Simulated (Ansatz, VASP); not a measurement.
## Two plane-wave programs on HfC5

```xyz
6
Lattice="4.8521 0.0000 0.0000 0.0000 4.8521 0.0000 0.0000 0.0000 3.0819" Properties=species:S:1:pos:R:3 pbc="T T T"
Hf    2.4261    2.4261    1.5410
C     4.0823    4.0823    1.5410
C     0.7698    0.7698    1.5410
C     0.7698    4.0823    1.5410
C     4.0823    0.7698    1.5410
C     0.0000    0.0000    0.0000
```

Alike in both runs: functional PBE; k mesh 4 × 4 × 6; occupations gaussian, width 0.1 eV; no spin polarisation.

Ansatz relaxed the structure, and its values are those at the end. VASP's run is a single point on that final structure, the one shown.

```csv
,VASP,Ansatz
version,VASP 6.6.1,Ansatz 0.2.0
potentials or method,"VASP PAW PBE potentials, release 64 (Hf_pv, C), cutoff 520 eV","scalar-relativistic, plane waves, PAW"
valence electrons in the cell,30,46
```

```csv
,VASP,Ansatz,Ansatz less VASP
gap on the k mesh at the Fermi level (eV),none,none,-
pressure (GPa),0.0,-0.1,-0.03
rms of the force components (eV/Å),0.046,0.006,-0.0394
```

A gap of «none» marks a metal or a gap that the smearing closes. VASP's potentials hold 30 valence electrons a cell and Ansatz's 46, so a difference there can come from the potentials and not from the codes.

Neither program's run includes spin-orbit coupling.
